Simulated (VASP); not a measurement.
Set up this calculation in VASP 6.6.1, as the native input.

```
Task                   : single point
Functional             : PBE
Potentials or basis    : VASP PAW PBE potentials, release 64 (Cu)
Cutoff                 : 520 eV
k mesh                 : 22 × 22 × 22
Occupations            : gaussian, width 0.15 eV
Spin                   : no spin polarisation
Dipole correction      : no
Further INCAR settings : ALGO = Normal; EDIFF = 1e-07; NBANDS = 12
```

The structure of Cu lies in POSCAR:

```
Cu
1.0
    0.0000000000      1.8075000000      1.8075000000
    1.8075000000      0.0000000000      1.8075000000
    1.8075000000      1.8075000000      0.0000000000
Cu
1
Direct
    0.0000000000      0.0000000000      0.0000000000
```

These files were run (other wordings do the same):

INCAR

```
SYSTEM = Cu
  PREC = Accurate
  ENCUT = 520
  EDIFF = 1E-7
  ISMEAR = 0
  SIGMA = 0.15
  LREAL = .FALSE.
  LASPH = .TRUE.
  NELM = 80
  ALGO = Normal
  ISIF = 2
  LWAVE = .FALSE.
  LCHARG = .FALSE.
  GGA = PE
  NBANDS = 12
```

KPOINTS

```
Automatic mesh
0
G
  22 22 22
  0 0 0
```

Potentials or basis: VASP PAW PBE potentials, release 64 (Cu).

The run is started by

```console
$ cat potpaw_PBE.64/Cu/POTCAR > POTCAR
$ mpirun -np 1 vasp_std > vasp.out
```

Results of the run:

The pressure is 2.3 GPa.

Wall time 79 s on 1 thread of AMD EPYC 7R13 (shared host), peak memory 0.13 GiB.
